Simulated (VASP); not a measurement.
# V (R-3m) in VASP: notebook

V is run at these levels: r2SCAN; tasks: single point, relaxation of cell and atoms.

All numbers are computed with VASP 6.6.1; they aren't measurements. Logs are shortened: lines on timing, memory, paths and dates and some standing lists are left out, and cuts for length are marked.

### 1 The cell of the first run

The structure is trigonal, space group R-3m (No. 166). The conventional cell has a = 2.846 Å, b = 2.846 Å, c = 5.822 Å, α = 90.00°, β = 90.00°, γ = 120.00°. V (site symmetry -3m) has 12 V at 2.54 to 2.85 Å within 3.4 Å.

### 2 Single point, r2SCAN

Contents of POSCAR:

```
V
1.0
    1.4228446404      0.8214797362      1.9405835334
   -1.4228446404      0.8214797362      1.9405835334
    0.0000000000     -1.6429594723      1.9405835334
V
1
Direct
    0.5000000000      0.5000000000      0.5000000000
```

Contents of INCAR.step1:

```
PREC     = Accurate       # precision mode
ENCUT    = 520            # plane-wave cutoff, eV
ISMEAR   = 0              # smearing method
SIGMA    = 0.1            # smearing width, eV
LREAL    = False          # projectors in reciprocal space
LASPH    = True           # aspherical terms in the spheres
NELM     = 100            # most SCF steps
NBANDS   = 12             # bands
GGA      = PE             # functional
ALGO     = Normal         # electronic algorithm
EDIFF    = 1E-4           # SCF threshold, eV
LWAVE    = True           # write WAVECAR
LCHARG   = False          # write CHGCAR
```

Contents of INCAR.step2:

```
PREC     = Accurate       # precision mode
ENCUT    = 520            # plane-wave cutoff, eV
EDIFF    = 1E-7           # SCF threshold, eV
ISMEAR   = 0              # smearing method
SIGMA    = 0.1            # smearing width, eV
LREAL    = False          # projectors in reciprocal space
LASPH    = True           # aspherical terms in the spheres
NELM     = 100            # most SCF steps
ALGO     = Normal         # electronic algorithm
ISIF     = 2              # what is computed and relaxed
LWAVE    = False          # write WAVECAR
LCHARG   = False          # write CHGCAR
METAGGA  = R2SCAN         # meta-GGA
LMIXTAU  = True         
NBANDS   = 12             # bands
ISTART   = 1
```

Contents of KPOINTS:

```
Automatic mesh
0
Gamma
  24 24 24
```

Potentials or basis: VASP PAW PBE potentials, release 64 (V_sv).

Command:

```bash
$ cat potpaw_PBE.64/V_sv/POTCAR > POTCAR
$ cp INCAR.step1 INCAR
$ mpirun -np 1 vasp_std > vasp.out
$ cp INCAR.step2 INCAR
$ mpirun -np 1 vasp_std > vasp.out
```

OUTCAR:

```text
PREC = Accurate
   ENCUT = 520
   EDIFF = 1E-7
   ISMEAR = 0
   LREAL = False
   LASPH = True
   NELM = 100
   ISIF = 2
   METAGGA = R2SCAN
   ISTART = 1

 ion  position               nearest neighbor table
   1  0.500  0.500  0.500-

  LATTYP: Found a trigonal (rhomboedric) cell.
 ALAT       =     2.5426718777
 COS(alpha) =     0.3737260885

  Lattice vectors:

 A1 = (   1.4228446404,   0.8214797362,   1.9405835334)
 A2 = (  -1.4228446404,   0.8214797362,   1.9405835334)
 A3 = (   0.0000000000,  -1.6429594723,   1.9405835334)

Analysis of symmetry for initial positions (statically):
=====================================================================
 Subroutine PRICEL returns:
 Original cell was already a primitive cell.

 Routine SETGRP: Setting up the symmetry group for a
 trigonal (rhombohedral) supercell.

 Subroutine GETGRP returns: Found 12 space group operations
 (whereof 12 operations were pure point group operations)
 out of a pool of 12 trial point group operations.

The static configuration has the point symmetry D_3d.

Analysis of symmetry for dynamics (positions and initial velocities):
=====================================================================
 Subroutine PRICEL returns:
 Original cell was already a primitive cell.

 Routine SETGRP: Setting up the symmetry group for a
 trigonal (rhombohedral) supercell.

 Subroutine GETGRP returns: Found 12 space group operations
 (whereof 12 operations were pure point group operations)
 out of a pool of 12 trial point group operations.

The dynamic configuration has the point symmetry D_3d.

 Subroutine INISYM returns: Found 12 space group operations
 (whereof 12 operations are pure point group operations),
 and found     1 'primitive' translations

----------------------------------------------------------------------------------------

                                     Primitive cell

  volume of cell :      13.6094

  direct lattice vectors                    reciprocal lattice vectors
     1.422844640  0.821479736  1.940583533     0.351408710  0.202885913  0.171769639
    -1.422844640  0.821479736  1.940583533    -0.351408710  0.202885913  0.171769639
     0.000000000 -1.642959472  1.940583533     0.000000000 -0.405771827  0.171769639

  length of vectors
     2.542671878  2.542671878  2.542671878     0.440630894  0.440630894  0.440630894

  position of ions in fractional coordinates (direct lattice)
     0.500000000  0.500000000  0.500000000

[... 82 lines left out ...]
   ISYM   =      2    0-nonsym 1-usesym 2-fastsym
   POTIM  = 0.5000    time-step for ionic-motion
   TEBEG  =    0.0;   TEEND  =   0.0 temperature during run
   PSTRESS=    0.0 pullay stress
   NELECT =      13.0000    total number of electrons
   NUPDOWN=      -1.0000    fix difference up-down
   EMIN   =  10.00;   EMAX   =-10.00  energy-range for DOS
   EFERMI =   0.00;   METHOD = LEGACY
   ISMEAR =     0;   SIGMA  =   0.10  broadening in eV -4-tet -1-fermi 0-gaus
   EFERMI_NEDOS =   21; number of points for ismear=-14 and -15
   IALGO  =     38    algorithm
   IMIX   =      4    mixing-type and parameters
     AMIX     =   0.40;   BMIX     =  1.00
     AMIX_MAG =   1.60;   BMIX_MAG =  1.00
  volume/ion in A,a.u.               =      13.61        91.84
  Fermi-wavevector in a.u.,A,eV,Ry     =   1.612291  3.046787 35.368083  2.599481
  Thomas-Fermi vector in A             =   2.707544
   LORBIT       =      0    0 simple, 1 ext, 2 COOP (PROOUT), +10 PAW based schemes
   METAGGA = R2SCAN    functional components
   LHFCALC =     F    Hartree Fock is set to
   AEXX    =    0.0000 exact exchange contribution
   IVDW    =     0    specifies the selected vdW correction
   LEPSILON=     F    determine dielectric tensor
   LRPA    =     F    only Hartree local field effects (RPA)
 non-spin polarized calculation
 Gauss-broadening in eV      SIGMA  =   0.10
  energy-cutoff  :      520.00
  volume of cell :       13.61
 maximum number of plane-waves:       380
   NGX =  9   NGY =  9   NGZ =  9

 number of electron      12.9999999 magnetization

 Free energy of the ion-electron system (eV)
  ---------------------------------------------------
  ext. energy  EPLUGINS =         0.00000000
  ---------------------------------------------------
  free energy    TOTEN  =       -13.89344905 eV

  energy without entropy =      -13.88596913  energy(sigma->0) =      -13.88970909

 E-fermi :   9.7576     XC(G=0): -13.9652

 val. band max:        9.7560336306   @ k =  -0.2917   0.1667   0.1250
 cond. band min:       9.7584949337   @ k =   0.3333   0.1667   0.0417
 fundamental gap:      0.0024613032
 Fermi energy:         9.7576371574

 k-point     1 :       0.0000    0.0000    0.0000
  band No.  band energies     occupation
      1     -56.6740      2.00000
      2     -28.9008      2.00000
      3     -28.9008      2.00000
      4     -28.6264      2.00000
      5       2.5481      2.00000
      6       9.1093      2.00000
      7       9.1093      2.00000
      8      11.7359      0.00000
      9      12.4888      0.00000
     10      12.4888      0.00000
     11      27.9088      0.00000
     12      32.3323      0.00000
[... 331 lines left out ...]
 k-point    24 :       0.4583    0.0417    0.0000
  band No.  band energies     occupation
      1     -56.5021      2.00000
      2     -29.7686      2.00000
      3     -28.9223      2.00000
      4     -28.7720      2.00000
      5       6.3752      2.00000
      6       9.0741      2.00000
      7       9.7012      1.57554
      8      11.5751      0.00000
      9      12.6931      0.00000
     10      13.5274      0.00000
     11      19.3181      0.00000
     12      28.4727      0.00000

 [... further k-points ...]

------------------------ aborting loop because EDIFF is reached ----------------------------------------

  FORCE on cell =-STRESS in cart. coord.  units (eV):
  Direction    XX          YY          ZZ          XY          YZ          ZX
  --------------------------------------------------------------------------------------
  -------------------------------------------------------------------------------------
  Total        0.0562973      0.0562973      0.0718772      0.0000000      0.0000000      0.0000000
  in kB        6.6276546      6.6276546      8.4618233      0.0000000      0.0000000      0.0000000
  external PRESSURE =       7.2390442 kB  Pullay stress =       0.0000000 kB

 VOLUME and BASIS-vectors are now :
 -----------------------------------------------------------------------------
  energy-cutoff  :      520.00
  volume of cell :       13.61
      direct lattice vectors                 reciprocal lattice vectors
     1.422844640  0.821479736  1.940583533     0.351408710  0.202885913  0.171769639
    -1.422844640  0.821479736  1.940583533    -0.351408710  0.202885913  0.171769639
     0.000000000 -1.642959472  1.940583533     0.000000000 -0.405771827  0.171769639

 POSITION                                       TOTAL-FORCE (eV/Angst)
 -----------------------------------------------------------------------------------
      0.00000      0.00000      2.91088         0.000000     -0.000000     -0.000000
 -----------------------------------------------------------------------------------
    total drift:                               -0.000000     -0.000000      0.000000

  FREE ENERGIE OF THE ION-ELECTRON SYSTEM (eV)
  ---------------------------------------------------
  free  energy   TOTEN  =       -13.8934490513 eV

  energy  without entropy=      -13.8859691315  energy(sigma->0) =      -13.88970909
```

OUTCAR.step1:

```text
PREC = Accurate
   ENCUT = 520
   ISMEAR = 0
   LREAL = False
   LASPH = True
   NELM = 100
[... 575 lines left out ...]

 POSITION                                       TOTAL-FORCE (eV/Angst)
 -----------------------------------------------------------------------------------
      0.00000      0.00000      2.91088         0.000000      0.000000      0.000000
 -----------------------------------------------------------------------------------
    total drift:                               -0.000000     -0.000000      0.000000

  FREE ENERGIE OF THE ION-ELECTRON SYSTEM (eV)
  ---------------------------------------------------
  free  energy   TOTEN  =        -8.7511605466 eV

  energy  without entropy=       -8.7427459397  energy(sigma->0) =       -8.74695324
```

OSZICAR.step1:

```text
N       E                     dE             d eps       ncg     rms          rms(c)
DAV:   1     0.117115850582E+03    0.11712E+03   -0.84537E+03 31628   0.121E+03
DAV:   2    -0.826284776675E+01   -0.12538E+03   -0.12225E+03 31944   0.360E+02
DAV:   3    -0.991040321772E+01   -0.16476E+01   -0.16423E+01 35404   0.497E+01
DAV:   4    -0.991967245270E+01   -0.92692E-02   -0.92690E-02 34888   0.388E+00
DAV:   5    -0.991979259254E+01   -0.12014E-03   -0.12014E-03 35516   0.404E-01    0.179E+01
DAV:   6    -0.877807557299E+01    0.11417E+01   -0.26649E+00 33044   0.264E+01    0.230E+00
DAV:   7    -0.875767197374E+01    0.20404E-01   -0.32170E-02 34312   0.209E+00    0.107E+00
DAV:   8    -0.875112538729E+01    0.65466E-02   -0.57761E-03 33692   0.113E+00    0.129E-01
DAV:   9    -0.875116054659E+01   -0.35159E-04   -0.16097E-04 26596   0.207E-01
   1 F= -.87511605E+01 E0= -.87469532E+01  d E =-.841461E-02
```

Run time: 15 min. Hardware: 1 thread of Oxide Virtual Turin-like, shared host; peak memory 0.27 GiB.

Results:

```
Free energy            : -13.8934 eV
Pressure               : 0.7 GPa
Band gap on the k mesh : zero (an odd number of electrons rules out a gap without spin polarisation)
```

Stress tensor (GPa, compression positive):
```
0.66 0.00 0.00
0.00 0.66 0.00
0.00 0.00 0.85
```

Levels at points of the mesh, in eV from the Fermi level:
| k point | band 4 | band 5 | band 6 | band 7 | band 8 | band 9 |
| --- | --- | --- | --- | --- | --- | --- |
| (0.00, 0.00, 0.00) | -38.38 | -7.21 | -0.65 | -0.65 | 1.98 | 2.73 |
| (0.50, 0.00, 0.00) | -38.52 | -3.38 | -0.69 | 0.23 | 1.79 | 2.92 |
| (0.50, 0.50, 0.00) | -38.68 | -3.53 | -2.59 | 3.28 | 3.68 | 3.83 |
| (0.50, 0.50, 0.50) | -38.93 | -3.35 | -0.18 | -0.18 | 3.22 | 3.98 |

Caveat: the PAW data sets were made with another functional, which shifts forces and pressure a little.

### 3 Relaxation of cell and atoms, r2SCAN, collinear spin, ferromagnetic start

This run uses another cell than the first one: it holds 2 atoms, not 1.

Contents of POSCAR:

```
V
1.0
    1.6526984278      0.9541858822      3.0647310873
   -1.6526984278      0.9541858822      3.0647310873
    0.0000000000     -1.9083717644      3.0647310873
V
2
Direct
    0.2275400000      0.2275400000      0.2275400000
    0.7724600000      0.7724600000      0.7724600000
```

Contents of INCAR.step1:

```
SYSTEM = V
PREC = Accurate
ENCUT = 600
ISMEAR = 0
SIGMA = 0.1
LREAL = .FALSE.
LASPH = .TRUE.
NELM = 150
ISPIN = 2
MAGMOM = 0.49 0.49
LMAXMIX = 4
GGA = PE
ALGO = Normal
EDIFF = 1E-4
LWAVE = .TRUE.
LCHARG = .FALSE.
```

Contents of INCAR.step2:

```
SYSTEM = V
PREC = Accurate
ENCUT = 600
EDIFF = 1E-6
ISMEAR = 0
SIGMA = 0.1
LREAL = .FALSE.
LASPH = .TRUE.
NELM = 150
ALGO = Normal
ISIF = 3
LWAVE = .FALSE.
LCHARG = .FALSE.
ISPIN = 2
MAGMOM = 0.49 0.49
LORBIT = 11
LMAXMIX = 4
METAGGA = R2SCAN
LMIXTAU = .TRUE.
IBRION = 2
NSW = 90
EDIFFG = -0.04
ISTART = 1
```

Contents of KPOINTS:

```
Automatic mesh
0
G
  6 6 6
  0 0 0
```

Potentials or basis: VASP PAW PBE potentials, release 64 (V_sv).

Command:

```bash
$ cat potpaw_PBE.64/V_sv/POTCAR > POTCAR
$ cp INCAR.step1 INCAR
$ mpirun -np 1 vasp_std > vasp.out
$ cp INCAR.step2 INCAR
$ mpirun -np 1 vasp_std > vasp.out
```

Wall time 45 min (1 thread of Oxide Virtual Turin-like, shared host); peak memory 0.19 GiB.

Results (log left out):

- Free energy: -27.8192 eV
- Relaxed volume: 13.62 Å³/atom
- Relaxed cell: a = 4.241 Å, b = 4.241 Å, c = 4.241 Å, α = 39.06°, β = 39.06°, γ = 39.06°
- Space group after relaxing (to 0.1 Å): R-3m (No. 166)
- Energy gained by relaxing: 1055.8 meV/atom
- Ionic steps: 17
- Pressure after relaxing: 0.0 GPa
- Largest force after relaxing: 0.023 eV/Å
- Band gap on the k mesh: zero (filled and empty bands overlap)
- Net moment: 0.00 μB per cell
- Valence electrons inside the program's atomic spheres: V 11.65

Forces in eV/Å, atoms in the order of the input:
```
V    0.000  0.000  0.023
V    0.000  0.000 -0.023
```

Stress tensor (GPa, compression positive):
```
 0.09  0.00  0.00
 0.00  0.09  0.00
 0.00  0.00 -0.13
```

Step by step:
```
step  energy change (eV)  largest force (eV/Å)  pressure (GPa)  volume (Å³)
   1              0.0000                4.4892            4.71        29.00
   2             -1.1238                0.2664          -11.19        30.81
   3             -1.1263                0.0688          -10.95        30.74
   4             -1.5585                2.1097            8.21        26.77
   5             -1.5588                2.1487            8.88        26.68
   6             -1.8285                1.6227           11.72        26.05
   7             -1.8608                1.8213           17.08        25.48
   8             -2.0670                0.7840           -0.91        27.54
   9             -2.0724                0.6405           -3.46        27.91
  10             -2.0724                0.6225           -3.82        27.96
  11             -2.0978                0.4169           -2.20        27.62
  12             -2.1103                0.0272            0.61        27.16
  13             -2.1104                0.0647            0.36        27.20
  14             -2.1104                0.0494            0.43        27.18
  15             -2.1112                0.0012            0.07        27.23
  16             -2.1113                0.0382           -0.20        27.27
  17             -2.1115                0.0229            0.02        27.23
```

Final structure:
```
CELL_PARAMETERS angstrom
1.41760 0.81845 3.91202
-1.41760 0.81845 3.91202
0.00000 -1.63691 3.91202
ATOMIC_POSITIONS crystal
V 0.24990 0.24990 0.24990
V 0.75010 0.75010 0.75010
```

Levels at points of the mesh, in eV from the Fermi level:
Spin up:
```csv
k point,band 11,band 12,band 13,band 14,band 15,band 16
"(0.00, 0.00, 0.00)",-0.57,-0.57,-0.13,-0.13,1.88,2.70
"(0.50, 0.00, 0.00)",-1.36,-1.36,0.23,0.24,1.26,1.28
"(0.50, 0.50, 0.00)",-2.60,-0.63,0.27,1.70,2.96,3.31
"(0.50, 0.50, 0.50)",0.47,0.49,0.64,0.64,0.64,0.64
```
Spin down:
```tsv
k point	band 10	band 11	band 12	band 13	band 14	band 15	band 16	band 17
(0.00, 0.00, 0.00)	-3.35	-0.57	-0.57	-0.13	-0.13	1.88	2.70	2.70
(0.50, 0.00, 0.00)	-2.52	-1.36	-1.36	0.23	0.24	1.26	1.28	3.14
(0.50, 0.50, 0.00)	-3.39	-2.60	-0.63	0.27	1.70	2.96	3.31	3.70
(0.50, 0.50, 0.50)	-4.60	0.47	0.49	0.64	0.64	0.64	0.64	1.96
```

Caveat: the k points lie up to 0.44 Å⁻¹ apart in the final cell, too coarse for converged energies and pressures of a metal; a cell axis changed by over 15 % at a fixed basis, so the end point is rough; the PAW data sets were made with another functional, which shifts forces and pressure a little.

The gap in the log of VASP goes by the Fermi energy; the results here count the filled bands.